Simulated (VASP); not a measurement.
# Sb (R-3m) in VASP: single point with LDA

Aim: the single point of Sb with LDA.

Everything below comes from runs of VASP 6.6.1. Logs are shortened: lines on timing, memory, paths and dates and some standing lists are left out, and cuts for length are marked.

### 1 The cell of the first run

Symmetry: R-3m, No. 166, trigonal system. The conventional cell has a = 4.292 Å, b = 4.292 Å, c = 10.952 Å, α = 90.00°, β = 90.00°, γ = 120.00°. Sb (site symmetry 3m) has 6 Sb at 2.91 to 3.26 Å within 3.8 Å.

### 2 Single point, LDA

The input, INCAR:

```
SYSTEM = Sb
ALGO = Normal
EDIFF = 1E-6
ENCUT = 520
ISIF = 2
ISMEAR = -1
LASPH = .TRUE.
LCHARG = .FALSE.
LREAL = .FALSE.
LWAVE = .FALSE.
NBANDS = 12
NELM = 80
PREC = Accurate
SIGMA = 0.08
```

The input, KPOINTS:

```
k-points
0
G
  14 14 14
  0 0 0
```

The input, POSCAR:

```
Sb
1.0
    2.1459428110      1.2389606596      3.6507488298
   -2.1459428110      1.2389606596      3.6507488298
    0.0000000000     -2.4779213192      3.6507488298
Sb
2
Direct
    0.2362872334      0.2362872334      0.2362872334
    0.7637127666      0.7637127666      0.7637127666
```

Potentials or basis: VASP PAW LDA potentials, release 64 (Sb).

Launch:

```sh
cat potpaw_LDA.64/Sb/POTCAR > POTCAR
mpirun -np 1 vasp_std > vasp.out
```

OUTCAR:

```text
SYSTEM = Sb
   EDIFF = 1E-6
   ENCUT = 520
   ISIF = 2
   ISMEAR = -1
   LASPH = .TRUE.
   LREAL = .FALSE.
   NELM = 80
   PREC = Accurate

 ion  position               nearest neighbor table
   1  0.236  0.236  0.236-   2 2.91   2 2.91   2 2.91   2 3.26   2 3.26   2 3.26
   2  0.764  0.764  0.764-   1 2.91   1 2.91   1 2.91   1 3.26   1 3.26   1 3.26

  LATTYP: Found a trigonal (rhomboedric) cell.
 ALAT       =     4.4122625809
 COS(alpha) =     0.5269102014

  Lattice vectors:

 A1 = (   2.1459428110,   1.2389606596,   3.6507488298)
 A2 = (  -2.1459428110,   1.2389606596,   3.6507488298)
 A3 = (   0.0000000000,  -2.4779213192,   3.6507488298)

Analysis of symmetry for initial positions (statically):
=====================================================================
 Subroutine PRICEL returns:
 Original cell was already a primitive cell.

 Routine SETGRP: Setting up the symmetry group for a
 trigonal (rhombohedral) supercell.

 Subroutine GETGRP returns: Found 12 space group operations
 (whereof 12 operations were pure point group operations)
 out of a pool of 12 trial point group operations.

The static configuration has the point symmetry D_3d.

Analysis of symmetry for dynamics (positions and initial velocities):
=====================================================================
 Subroutine PRICEL returns:
 Original cell was already a primitive cell.

 Routine SETGRP: Setting up the symmetry group for a
 trigonal (rhombohedral) supercell.

 Subroutine GETGRP returns: Found 12 space group operations
 (whereof 12 operations were pure point group operations)
 out of a pool of 12 trial point group operations.

The dynamic configuration has the point symmetry D_3d.

 Subroutine INISYM returns: Found 12 space group operations
 (whereof 12 operations are pure point group operations),
 and found     1 'primitive' translations

----------------------------------------------------------------------------------------

                                     Primitive cell

  volume of cell :      58.2383

  direct lattice vectors                    reciprocal lattice vectors
     2.145942811  1.238960660  3.650748830     0.232997821  0.134521355  0.091305469
    -2.145942811  1.238960660  3.650748830    -0.232997821  0.134521355  0.091305469
     0.000000000 -2.477921319  3.650748830     0.000000000 -0.269042710  0.091305469

  length of vectors
     4.412262581  4.412262581  4.412262581     0.284113830  0.284113830  0.284113830

  position of ions in fractional coordinates (direct lattice)
     0.236287233  0.236287233  0.236287233
     0.763712767  0.763712767  0.763712767

  ion indices of the primitive-cell ions
   primitive index   ion index
                 1           1
                 2           2

----------------------------------------------------------------------------------------

 KPOINTS: k-points

Automatic generation of k-mesh.
 Grid dimensions read from file:
 generate k-points for:   14   14   14

 Generating k-lattice:

  Cartesian coordinates                     Fractional coordinates (reciprocal lattice)
     0.016642702  0.009608668  0.006521819     0.071428571  0.000000000  0.000000000
    -0.016642702  0.009608668  0.006521819     0.000000000  0.071428571  0.000000000
     0.000000000 -0.019217336  0.006521819     0.000000000  0.000000000  0.071428571

  Length of vectors
     0.020293845  0.020293845  0.020293845

  Shift w.r.t. Gamma in fractional coordinates (k-lattice)
     0.000000000  0.000000000  0.000000000

 Subroutine IBZKPT returns following result:
 ===========================================

 Found    288 irreducible k-points:

 Following reciprocal coordinates:
            Coordinates               Weight
  0.000000  0.000000  0.000000      1.000000
  0.071429  0.000000 -0.000000      6.000000
  0.142857 -0.000000 -0.000000      6.000000
  0.214286 -0.000000  0.000000      6.000000
  0.285714  0.000000 -0.000000      6.000000
  0.357143  0.000000 -0.000000      6.000000
[... 16 lines left out ...]
  0.214286  0.142857 -0.000000     12.000000
  0.285714  0.142857 -0.000000     12.000000
 [... further k-points ...]
   k-points           NKPTS =    288   k-points in BZ     NKDIM =    288   number of bands    NBANDS=     12
   number of dos      NEDOS =    301   number of ions     NIONS =      2
   total plane-waves  NPLWV =  46656
   dimension x,y,z NGX =    36 NGY =   36 NGZ =   36
   dimension x,y,z NGXF=    72 NGYF=   72 NGZF=   72
   ions per type =               2
   NGX,Y,Z   is equivalent  to a cutoff of  13.56, 13.56, 13.56 a.u.
   NGXF,Y,Z  is equivalent  to a cutoff of  27.13, 27.13, 27.13 a.u.
 SYSTEM =  Sb
   PREC   = accura    normal or accurate (medium, high low for compatibility)
   ISTART =      0    job   : 0-new  1-cont  2-samecut
   ICHARG =      2    charge: 1-file 2-atom 10-const
   ISPIN  =      1    spin polarized calculation?
   LNONCOLLINEAR =      F non collinear calculations
   LSORBIT =      F    spin-orbit coupling
   LASPH  =      T    aspherical Exc in radial PAW
   ENCUT  =  520.0 eV  38.22 Ry    6.18 a.u.   8.20  8.20  8.20*2*pi/ulx,y,z
   NELM   =     80;   NELMIN=  2; NELMDL= -5     # of ELM steps
   EDIFF  = 0.1E-05   stopping-criterion for ELM
   LREAL  =      F    real-space projection
   EDIFFG = 0.1E-04   stopping-criterion for IOM
   NSW    =      0    number of steps for IOM
   IBRION =     -1    ionic relax: 0-MD 1-quasi-New 2-CG
   NFREE  =      0    steps in history (QN), initial steepest desc. (CG)
   ISIF   =      2    stress and relaxation
   ISYM   =      2    0-nonsym 1-usesym 2-fastsym
   POTIM  = 0.5000    time-step for ionic-motion
   TEBEG  =    0.0;   TEEND  =   0.0 temperature during run
   PSTRESS=    0.0 pullay stress
   NELECT =      10.0000    total number of electrons
   NUPDOWN=      -1.0000    fix difference up-down
   EMIN   =  10.00;   EMAX   =-10.00  energy-range for DOS
   EFERMI =   0.00;   METHOD = LEGACY
   ISMEAR =    -1;   SIGMA  =   0.08  broadening in eV -4-tet -1-fermi 0-gaus
   EFERMI_NEDOS =   21; number of points for ismear=-14 and -15
   IALGO  =     38    algorithm
   IMIX   =      4    mixing-type and parameters
     AMIX     =   0.40;   BMIX     =  1.00
     AMIX_MAG =   1.60;   BMIX_MAG =  1.00
  volume/ion in A,a.u.               =      29.12       196.51
  Fermi-wavevector in a.u.,A,eV,Ry     =   0.909924  1.719507 11.265107  0.827962
  Thomas-Fermi vector in A             =   2.034026
   LORBIT       =      0    0 simple, 1 ext, 2 COOP (PROOUT), +10 PAW based schemes
   GGA     = CA    functional components
   LHFCALC =     F    Hartree Fock is set to
   AEXX    =    0.0000 exact exchange contribution
   IVDW    =     0    specifies the selected vdW correction
   LEPSILON=     F    determine dielectric tensor
   LRPA    =     F    only Hartree local field effects (RPA)
 non-spin polarized calculation
  energy-cutoff  :      520.00
  volume of cell :       58.24
 maximum number of plane-waves:      1587
 NGX is ok and might be reduce to    36
   NGX = 17   NGY = 17   NGZ = 17

 number of electron      10.0000000 magnetization

 Free energy of the ion-electron system (eV)
  ---------------------------------------------------
  ext. energy  EPLUGINS =         0.00000000
  ---------------------------------------------------
  free energy    TOTEN  =        -9.63006643 eV

  energy without entropy =       -9.62369082  energy(sigma->0) =       -9.62687862

 E-fermi :   7.4998     XC(G=0):  -9.8803

 val. band max:        7.4839392491   @ k =   0.5000   0.5000   0.5000
 cond. band min:       7.6195021417   @ k =   0.4286   0.3571   0.3571
 fundamental gap:      0.1355628927
 Fermi energy:         7.4998475894

 k-point     1 :       0.0000    0.0000    0.0000
  band No.  band energies     occupation
      1      -5.3688      2.00000
      2       2.9031      2.00000
      3       5.5561      2.00000
      4       5.7056      2.00000
      5       5.7056      2.00000
      6       9.9243      0.00000
      7      10.4103      0.00000
      8      10.4103      0.00000
      9      12.4888      0.00000
     10      12.4888      0.00000
     11      12.6554      0.00000
     12      14.0881      0.00000

 k-point     2 :       0.0714    0.0000   -0.0000
  band No.  band energies     occupation
      1      -5.3110      2.00000
      2       2.5990      2.00000
      3       5.5772      2.00000
      4       5.6997      2.00000
      5       5.8593      2.00000
      6       9.8561      0.00000
      7      10.2379      0.00000
      8      10.2415      0.00000
      9      12.2564      0.00000
     10      12.5060      0.00000
     11      12.5478      0.00000
     12      14.5252      0.00000

 k-point     3 :       0.1429   -0.0000   -0.0000
  band No.  band energies     occupation
      1      -5.1380      2.00000
      2       1.8789      2.00000
      3       5.5959      2.00000
      4       5.6875      2.00000
      5       6.1891      2.00000
      6       9.5880      0.00000
      7       9.7894      0.00000
      8       9.8180      0.00000
      9      12.0473      0.00000
     10      12.5654      0.00000
     11      12.7116      0.00000
     12      15.4497      0.00000

 k-point     4 :       0.2143   -0.0000    0.0000
  band No.  band energies     occupation
      1      -4.8512      2.00000
      2       0.9873      2.00000
      3       5.6314      2.00000
      4       5.6821      2.00000
      5       6.4876      1.99999
      6       9.1154      0.00000
      7       9.2282      0.00000
      8       9.2757      0.00000
      9      12.2481      0.00000
     10      12.8874      0.00000
     11      13.1791      0.00000
     12      16.6380      0.00000

 k-point     5 :       0.2857    0.0000   -0.0000
  band No.  band energies     occupation
      1      -4.4534      2.00000
      2       0.0490      2.00000
      3       5.6954      2.00000
      4       5.7004      2.00000
      5       6.7102      1.99990
      6       8.5618      0.00000
      7       8.6845      0.00000
      8       8.7368      0.00000
      9      12.8088      0.00000
     10      13.5054      0.00000
     11      13.8635      0.00000
     12      17.8785      0.00000
[... 228 lines left out ...]
      1      -5.2127      2.00000
      2       2.1980      2.00000
      3       5.3607      2.00000
      4       5.7880      2.00000
      5       6.1611      2.00000
      6       9.5748      0.00000
      7       9.7185      0.00000
      8      10.4215      0.00000
      9      11.9495      0.00000
     10      12.5628      0.00000
     11      12.8120      0.00000
     12      14.6885      0.00000

 k-point    22 :       0.1429    0.1429   -0.0000
  band No.  band energies     occupation
      1      -5.0718      2.00000
      2       1.8284      2.00000
      3       5.0350      2.00000
      4       5.2040      2.00000
      5       7.1762      1.96561
      6       8.2761      0.00012
      7      10.1325      0.00000
      8      10.8033      0.00000
      9      11.8104      0.00000
     10      13.1287      0.00000
     11      13.3625      0.00000
     12      14.6703      0.00000

 k-point    23 :       0.2143    0.1429   -0.0000
  band No.  band energies     occupation
      1      -4.8683      2.00000
      2       1.3226      2.00000
      3       4.8271      2.00000
      4       5.0674      2.00000
      5       6.9757      1.99715
      6       8.3375      0.00006
      7      10.1111      0.00000
      8      10.7721      0.00000
      9      11.5879      0.00000
     10      13.5831      0.00000
     11      13.8052      0.00000
     12      15.1212      0.00000

 k-point    24 :       0.2857    0.1429   -0.0000
  band No.  band energies     occupation
      1      -4.5537      2.00000
      2       0.6005      2.00000
      3       4.6953      2.00000
      4       5.0229      2.00000
      5       6.4122      2.00000
      6       8.7464      0.00000
      7      10.0693      0.00000
      8      10.4400      0.00000
      9      11.4052      0.00000
     10      14.1552      0.00000
     11      14.3896      0.00000
     12      16.0575      0.00000

 [... further k-points ...]

------------------------ aborting loop because EDIFF is reached ----------------------------------------

  FORCE on cell =-STRESS in cart. coord.  units (eV):
  Direction    XX          YY          ZZ          XY          YZ          ZX
  --------------------------------------------------------------------------------------
  -------------------------------------------------------------------------------------
  Total        0.1198258      0.1198258      0.0837060      0.0000000     -0.0000000      0.0000000
  in kB        3.2964927      3.2964927      2.3028123      0.0000000     -0.0000000      0.0000000
  external PRESSURE =       2.9652659 kB  Pullay stress =       0.0000000 kB

 VOLUME and BASIS-vectors are now :
 -----------------------------------------------------------------------------
  energy-cutoff  :      520.00
  volume of cell :       58.24
      direct lattice vectors                 reciprocal lattice vectors
     2.145942811  1.238960660  3.650748830     0.232997821  0.134521355  0.091305469
    -2.145942811  1.238960660  3.650748830    -0.232997821  0.134521355  0.091305469
     0.000000000 -2.477921319  3.650748830     0.000000000 -0.269042710  0.091305469

 POSITION                                       TOTAL-FORCE (eV/Angst)
 -----------------------------------------------------------------------------------
      0.00000      0.00000      2.58788         0.000000      0.000000      0.061035
      0.00000      0.00000      8.36437         0.000000     -0.000000     -0.061035
 -----------------------------------------------------------------------------------
    total drift:                                0.000000     -0.000000      0.000000

  FREE ENERGIE OF THE ION-ELECTRON SYSTEM (eV)
  ---------------------------------------------------
  free  energy   TOTEN  =        -9.6300664303 eV

  energy  without entropy=       -9.6236908167  energy(sigma->0) =       -9.62687862
```

It took 56 s on 1 thread of Intel Xeon Platinum 8559C (Emerald Rapids), shared host; peak memory 0.29 GiB.

Results:

| Property | Result |
| --- | --- |
| Free energy | -9.6301 eV |
| Pressure | 0.3 GPa |
| Largest force | 0.061 eV/Å |
| Band gap on the k mesh | zero (band 5 reaches 7.70 eV, above the bottom of band 6 at 7.39 eV) |

Forces in eV/Å, atoms in the order of the input:
```
Sb   0.000  0.000  0.061
Sb   0.000  0.000 -0.061
```

Caveat: spin-orbit coupling is left out, which moves the levels of the heavy elements.
